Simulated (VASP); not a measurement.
Wanted: the native input for a VASP 6.6.1 run.

```yaml
Task: single point
Functional: PBE
Potentials_or_basis: VASP PAW PBE potentials, release 64 (Cu)
Cutoff: 520 eV
k_mesh: 10 × 10 × 10
Occupations: gaussian, width 0.05 eV
Spin: no spin polarisation
Dipole_correction: no
Further_INCAR_settings: ALGO = Normal; EDIFF = 1e-06; NBANDS = 12
```

The structure of Cu lies in POSCAR:

```
Cu
1.0
   -1.4326306573      1.4326306573      1.4326306573
    1.4326306573     -1.4326306573      1.4326306573
    1.4326306573      1.4326306573     -1.4326306573
Cu
1
Direct
    0.0000000000      0.0000000000      0.0000000000
```

These files were run (other wordings do the same):

INCAR

```
SYSTEM = Cu
PREC = Accurate
ENCUT = 520
EDIFF = 1E-6
ISMEAR = 0
SIGMA = 0.05
LREAL = .FALSE.
LASPH = .TRUE.
NELM = 80
ALGO = Normal
ISIF = 2
LWAVE = .FALSE.
LCHARG = .FALSE.
GGA = PE
NBANDS = 12
```

KPOINTS

```
Automatic mesh
0
G
  10 10 10
  0 0 0
```

Potentials or basis: VASP PAW PBE potentials, release 64 (Cu).

Launch:

```console
$ cat potpaw_PBE.64/Cu/POTCAR > POTCAR
$ mpirun -np 1 vasp_std > vasp.out
```

Results of the run:

```yaml
Pressure: 3.3 GPa
```

Wall time 14 s on 1 thread of AMD EPYC 7R13, with other jobs on the host, peak memory 0.09 GiB.
